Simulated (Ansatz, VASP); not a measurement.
# Pb: VASP beside Ansatz

```
Pb
1.0
     0.00000    2.56859    2.66738
     2.56859    0.00000    2.66738
     2.56859    2.56859    0.00000
Pb
1
Direct
  0.00000 0.00000 0.00000
```

Change from the starting cell: strain +0.040 along x and y, +0.080 along z, atoms carried along.

Alike in both runs: task single point; functional PBE; k mesh 16 × 16 × 16; occupations gaussian, width 0.15 eV; no spin polarisation.

|  | VASP | Ansatz |
| --- | --- | --- |
| version | VASP 6.6.1 | Ansatz 0.2.0 |
| potentials or method | VASP PAW PBE potentials, release 64 (Pb_d), cutoff 520 eV | scalar-relativistic, plane waves, PAW |
| valence electrons in the cell | 14 | 14 |

Ansatz gave:

* gap on the k mesh at the Fermi level (eV): none
* pressure (GPa): -3.0
* traceless stress, the component that is largest in VASP (GPa): -0.17

Which values does VASP return?

gap on the k mesh at the Fermi level (eV): none; pressure (GPa): -3.1; traceless stress, the component that is largest in VASP (GPa): -0.17.

A gap of «none» marks a metal or a gap that the smearing closes.

Spin-orbit coupling is off throughout.
